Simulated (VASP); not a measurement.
Write the native input for VASP 6.6.1 that does the following.

```
Task                   : relaxation of cell and atoms
Functional             : PBEsol
Potentials or basis    : VASP PAW PBE potentials, release 64 (Pt)
Cutoff                 : 600 eV
k mesh                 : 18 × 18 × 10
Occupations            : gaussian, width 0.1 eV
Spin                   : no spin polarisation
Dipole correction      : no
Further INCAR settings : ALGO = Fast; EDIFF = 1e-06; IBRION = 2; EDIFFG = -0.005; NSW = 100; ISIF = 3
```

The structure of Pt lies in POSCAR:

```
Pt
1.0
    2.7257420465      0.0000000000      0.0000000000
   -1.3628710232      2.3605618564      0.0000000000
    0.0000000000      0.0000000000      4.7090717748
Pt
2
Direct
    0.6666666667      0.3333333333      0.7500000000
    0.3333333333      0.6666666667      0.2500000000
```

One way to write it, as run:

INCAR

```
SYSTEM = Pt
  PREC = Accurate
  ENCUT = 600
  EDIFF = 1E-6
  ISMEAR = 0
  SIGMA = 0.1
  LREAL = .False.
  LASPH = .True.
  NELM = 80
  ALGO = Fast
  ISIF = 3
  LWAVE = .False.
  LCHARG = .False.
  GGA = PS
  IBRION = 2
  NSW = 100
  EDIFFG = -0.005
```

KPOINTS

```
regular mesh
0
Gamma
  18 18 10
  0 0 0
```

Potentials or basis: VASP PAW PBE potentials, release 64 (Pt).

The run is started by

```console
$ cat potpaw_PBE.64/Pt/POTCAR > POTCAR
$ mpirun -np 1 vasp_std > vasp.out
```

It gave:

| Item | Value |
| --- | --- |
| Relaxed volume | 15.12 Å³/atom |
| Relaxed cell | a = 2.725 Å, b = 2.725 Å, c = 4.702 Å, α = 90.00°, β = 90.00°, γ = 120.00° |
| Space group after relaxing (to 0.05 Å) | P6_3/mmc (No. 194) |
| Energy gained by relaxing | 0.1 meV/atom |
| Ionic steps | 4 |
| Pressure after relaxing | 0.0 GPa |
| Band gap on the k mesh | zero (band 10 reaches 11.54 eV, above the bottom of band 11 at 10.17 eV) |

Caveat: the PAW data sets were made with another functional, which shifts forces and pressure a little; spin-orbit coupling is left out, which moves the levels of the heavy elements.

Run time: 2.3 min on 1 thread of Intel Xeon 6975P-C, on a shared host, peak memory 0.25 GiB.
